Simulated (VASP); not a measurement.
# C (Fd-3m) in VASP: notebook

Runs on C. Level: PBE. Tasks: electric field gradients.

All numbers are computed with VASP 6.6.1; they aren't measurements. Logs are shortened: lines on timing, memory, paths and dates and some standing lists are left out, and cuts for length are marked.

## 1. The cell of the first run

The structure is cubic, space group Fd-3m (No. 227). The conventional cell has a = 3.543 Å, b = 3.543 Å, c = 3.543 Å, α = 90.00°, β = 90.00°, γ = 90.00°. Within 2.0 Å of C (site symmetry -43m) lie 4 C at 1.53 Å.

## 2. Electric field gradients, PBE (volume scaled by 0.98)

The input, INCAR:

```
ALGO = Normal
EDIFF = 1E-8
ENCUT = 520
GGA = PE
ISIF = 2
ISMEAR = -1
LASPH = True
LCHARG = False
LEFG = True
LREAL = False
LWAVE = False
NBANDS = 11
NELM = 80
PREC = Accurate
SIGMA = 0.08
```

The input, KPOINTS:

```
k-points
0
Gamma
  20 20 20
```

The input, POSCAR:

```
C
1.0
    0.0000000000      1.7714305118      1.7714305118
    1.7714305118      0.0000000000      1.7714305118
    1.7714305118      1.7714305118      0.0000000000
C
2
Direct
    0.5000000000      0.5000000000      0.5000000000
    0.7500000000      0.7500000000      0.7500000000
```

Potentials or basis: VASP PAW PBE potentials, release 64 (C).

On the command line:

```console
> cat potpaw_PBE.64/C/POTCAR > POTCAR
> mpirun -np 1 vasp_std > vasp.out
```

OUTCAR:

```text
EDIFF = 1E-8
   ENCUT = 520
   GGA = PE
   ISIF = 2
   ISMEAR = -1
   LASPH = True
   LREAL = False
   NELM = 80
   PREC = Accurate

 ion  position               nearest neighbor table
   1  0.500  0.500  0.500-   2 1.53   2 1.53   2 1.53   2 1.53
   2  0.750  0.750  0.750-   1 1.53   1 1.53   1 1.53   1 1.53

  LATTYP: Found a face centered cubic cell.
 ALAT       =     3.5428610236

  Lattice vectors:

 A1 = (   0.0000000000,   1.7714305118,   1.7714305118)
 A2 = (   1.7714305118,   0.0000000000,   1.7714305118)
 A3 = (   1.7714305118,   1.7714305118,   0.0000000000)

Analysis of symmetry for initial positions (statically):
=====================================================================
 Subroutine PRICEL returns:
 Original cell was already a primitive cell.

 Routine SETGRP: Setting up the symmetry group for a
 face centered cubic supercell.

 Subroutine GETGRP returns: Found 48 space group operations
 (whereof 24 operations were pure point group operations)
 out of a pool of 48 trial point group operations.

The static configuration has the point symmetry T_d .
 The point group associated with its full space group is O_h .

Analysis of symmetry for dynamics (positions and initial velocities):
=====================================================================
 Subroutine PRICEL returns:
 Original cell was already a primitive cell.

 Routine SETGRP: Setting up the symmetry group for a
 face centered cubic supercell.

 Subroutine GETGRP returns: Found 48 space group operations
 (whereof 24 operations were pure point group operations)
 out of a pool of 48 trial point group operations.

The dynamic configuration has the point symmetry T_d .
 The point group associated with its full space group is O_h .

 Subroutine INISYM returns: Found 48 space group operations
 (whereof 24 operations are pure point group operations),
 and found     1 'primitive' translations

----------------------------------------------------------------------------------------

                                     Primitive cell

  volume of cell :      11.1174

  direct lattice vectors                    reciprocal lattice vectors
     0.000000000  1.771430512  1.771430512    -0.282257755  0.282257755  0.282257755
     1.771430512  0.000000000  1.771430512     0.282257755 -0.282257755  0.282257755
     1.771430512  1.771430512  0.000000000     0.282257755  0.282257755 -0.282257755

  length of vectors
     2.505181055  2.505181055  2.505181055     0.488884773  0.488884773  0.488884773

  position of ions in fractional coordinates (direct lattice)
     0.500000000  0.500000000  0.500000000
     0.750000000  0.750000000  0.750000000

  ion indices of the primitive-cell ions
   primitive index   ion index
                 1           1
                 2           2

----------------------------------------------------------------------------------------

 KPOINTS: k-points

Automatic generation of k-mesh.
 Grid dimensions read from file:
 generate k-points for:   20   20   20

 Generating k-lattice:

  Cartesian coordinates                     Fractional coordinates (reciprocal lattice)
    -0.014112888  0.014112888  0.014112888     0.050000000  0.000000000  0.000000000
     0.014112888 -0.014112888  0.014112888     0.000000000  0.050000000  0.000000000
     0.014112888  0.014112888 -0.014112888     0.000000000  0.000000000  0.050000000

  Length of vectors
     0.024444239  0.024444239  0.024444239

  Shift w.r.t. Gamma in fractional coordinates (k-lattice)
     0.000000000  0.000000000  0.000000000

 Subroutine IBZKPT returns following result:
 ===========================================

 Found    256 irreducible k-points:

 Following reciprocal coordinates:
            Coordinates               Weight
  0.000000  0.000000  0.000000      1.000000
  0.050000  0.000000  0.000000      8.000000
  0.100000  0.000000  0.000000      8.000000
  0.150000  0.000000  0.000000      8.000000
  0.200000  0.000000  0.000000      8.000000
  0.250000  0.000000  0.000000      8.000000
[... 16 lines left out ...]
 -0.400000  0.050000  0.000000     24.000000
 -0.350000  0.050000  0.000000     24.000000
 [... further k-points ...]
   k-points           NKPTS =    256   k-points in BZ     NKDIM =    256   number of bands    NBANDS=     11
   number of dos      NEDOS =    301   number of ions     NIONS =      2
   total plane-waves  NPLWV =   8000
   dimension x,y,z NGX =    20 NGY =   20 NGZ =   20
   dimension x,y,z NGXF=    40 NGYF=   40 NGZF=   40
   ions per type =               2
   NGX,Y,Z   is equivalent  to a cutoff of  13.27, 13.27, 13.27 a.u.
   NGXF,Y,Z  is equivalent  to a cutoff of  26.54, 26.54, 26.54 a.u.
 SYSTEM =  unknown system
   PREC   = accura    normal or accurate (medium, high low for compatibility)
   ISTART =      0    job   : 0-new  1-cont  2-samecut
   ICHARG =      2    charge: 1-file 2-atom 10-const
   ISPIN  =      1    spin polarized calculation?
   LNONCOLLINEAR =      F non collinear calculations
   LSORBIT =      F    spin-orbit coupling
   LASPH  =      T    aspherical Exc in radial PAW
   ENCUT  =  520.0 eV  38.22 Ry    6.18 a.u.   4.66  4.66  4.66*2*pi/ulx,y,z
   NELM   =     80;   NELMIN=  2; NELMDL= -5     # of ELM steps
   EDIFF  = 0.1E-07   stopping-criterion for ELM
   LREAL  =      F    real-space projection
   EDIFFG = 0.1E-06   stopping-criterion for IOM
   NSW    =      0    number of steps for IOM
   IBRION =     -1    ionic relax: 0-MD 1-quasi-New 2-CG
   NFREE  =      0    steps in history (QN), initial steepest desc. (CG)
   ISIF   =      2    stress and relaxation
   ISYM   =      2    0-nonsym 1-usesym 2-fastsym
   POTIM  = 0.5000    time-step for ionic-motion
   TEBEG  =    0.0;   TEEND  =   0.0 temperature during run
   PSTRESS=    0.0 pullay stress
   NELECT =       8.0000    total number of electrons
   NUPDOWN=      -1.0000    fix difference up-down
   EMIN   =  10.00;   EMAX   =-10.00  energy-range for DOS
   EFERMI =   0.00;   METHOD = LEGACY
   ISMEAR =    -1;   SIGMA  =   0.08  broadening in eV -4-tet -1-fermi 0-gaus
   EFERMI_NEDOS =   21; number of points for ismear=-14 and -15
   IALGO  =     38    algorithm
   IMIX   =      4    mixing-type and parameters
     AMIX     =   0.40;   BMIX     =  1.00
     AMIX_MAG =   1.60;   BMIX_MAG =  1.00
  volume/ion in A,a.u.               =       5.56        37.51
  Fermi-wavevector in a.u.,A,eV,Ry     =   1.467025  2.772274 29.281927  2.152161
  Thomas-Fermi vector in A             =   2.582692
   LORBIT       =      0    0 simple, 1 ext, 2 COOP (PROOUT), +10 PAW based schemes
   GGA     = PE    functional components
[... 5 lines left out ...]
 non-spin polarized calculation
  energy-cutoff  :      520.00
  volume of cell :       11.12
 maximum number of plane-waves:       311
   NGX =  9   NGY =  9   NGZ =  9

 number of electron       7.9999999 magnetization

 Free energy of the ion-electron system (eV)
  ---------------------------------------------------
  ext. energy  EPLUGINS =         0.00000000
  ---------------------------------------------------
  free energy    TOTEN  =       -18.17500597 eV

  energy without entropy =      -18.17500597  energy(sigma->0) =      -18.17500597

 E-fermi :  11.4414     XC(G=0): -13.3523

 val. band max:       10.0237930980   @ k =   0.0000   0.0000   0.0000
 cond. band min:      14.2022837333   @ k =   0.3500   0.3500   0.0000
 fundamental gap:      4.1784906353
 Fermi energy:        11.4414297660

 k-point     1 :       0.0000    0.0000    0.0000
  band No.  band energies     occupation
      1     -11.7264      2.00000
      2      10.0238      2.00000
      3      10.0238      2.00000
      4      10.0238      2.00000
      5      15.6692      0.00000
      6      15.6692      0.00000
      7      15.6692      0.00000
      8      23.8208      0.00000
      9      29.5778      0.00000
     10      36.7806      0.00000
     11      36.7806      0.00000

 k-point     2 :       0.0500    0.0000    0.0000
  band No.  band energies     occupation
      1     -11.6560      2.00000
      2       9.5311      2.00000
      3       9.8973      2.00000
      4       9.8973      2.00000
      5      15.8346      0.00000
      6      15.8346      0.00000
      7      15.9779      0.00000
      8      23.8753      0.00000
      9      29.7000      0.00000
     10      35.5359      0.00000
     11      35.5359      0.00000
[... 295 lines left out ...]
 k-point    24 :      -0.3500    0.0500    0.0000
  band No.  band energies     occupation
      1      -7.9880      2.00000
      2      -0.4986      2.00000
      3       6.9578      2.00000
      4       7.6314      2.00000
      5      18.3977      0.00000
      6      18.7106      0.00000
      7      19.1515      0.00000
      8      25.5626      0.00000
      9      31.3875      0.00000
     10      33.0855      0.00000
     11      34.7136      0.00000

 [... further k-points ...]
[... 5 lines left out ...]
  --------------------------------------------------------------------------------------
  -------------------------------------------------------------------------------------
  Total        0.8140837      0.8140837      0.8140837      0.0000000      0.0000000     -0.0000000
  in kB      117.3214074    117.3214074    117.3214074      0.0000000      0.0000000     -0.0000000
  external PRESSURE =     117.3214074 kB  Pullay stress =       0.0000000 kB

 VOLUME and BASIS-vectors are now :
 -----------------------------------------------------------------------------
  energy-cutoff  :      520.00
  volume of cell :       11.12
      direct lattice vectors                 reciprocal lattice vectors
     0.000000000  1.771430512  1.771430512    -0.282257755  0.282257755  0.282257755
     1.771430512  0.000000000  1.771430512     0.282257755 -0.282257755  0.282257755
     1.771430512  1.771430512  0.000000000     0.282257755  0.282257755 -0.282257755

 POSITION                                       TOTAL-FORCE (eV/Angst)
 -----------------------------------------------------------------------------------
      1.77143      1.77143      1.77143        -0.000000      0.000000      0.000000
      2.65715      2.65715      2.65715         0.000000     -0.000000     -0.000000
 -----------------------------------------------------------------------------------
    total drift:                                0.000000     -0.000000      0.000000

  FREE ENERGIE OF THE ION-ELECTRON SYSTEM (eV)
  ---------------------------------------------------
  free  energy   TOTEN  =       -18.1750059710 eV

  energy  without entropy=      -18.1750059709  energy(sigma->0) =      -18.17500597

 Electric field gradients (V/A^2)
---------------------------------------------------------------------
 ion       V_xx      V_yy      V_zz      V_xy      V_xz      V_yz
---------------------------------------------------------------------
   1      -0.000    -0.000    -0.000    -0.000    -0.000    -0.000
   2      -0.000    -0.000     0.000    -0.000    -0.000    -0.000
---------------------------------------------------------------------

 Electric field gradients after diagonalization (V/A^2)
 (convention: |V_zz| > |V_xx| > |V_yy|)
----------------------------------------------------------------------
 ion       V_xx      V_yy      V_zz     asymmetry (V_yy - V_xx)/ V_zz
----------------------------------------------------------------------
   1       0.000     0.000    -0.000       0.000
   2       0.000     0.000    -0.000       0.000
----------------------------------------------------------------------

           NMR quadrupolar parameters

 Cq : quadrupolar parameter    Cq=e*Q*V_zz/h
 eta: asymmetry parameters     (V_yy - V_xx)/ V_zz
 Q  : nuclear electric quadrupole moment in mb (millibarn)
----------------------------------------------------------------------
 ion       Cq(MHz)       eta       Q (mb)
----------------------------------------------------------------------
   1      -0.000       0.000       1.000
   2      -0.000       0.000       1.000
----------------------------------------------------------------------
```

Run time: 24 s. Hardware: 1 thread of Intel Xeon 6975P-C, shared host; peak memory 0.14 GiB.

What came out:

```
Free energy            : -18.1750 eV
Pressure               : 11.7 GPa
Band gap on the k mesh : 4.18 eV, indirect (least direct gap 5.65 eV)
```

Caveat: without QUAD_EFG the Cq values of the log hold for a quadrupole moment of 1 mb, not for the nuclei.

(Part 1 of 2 ends here.)
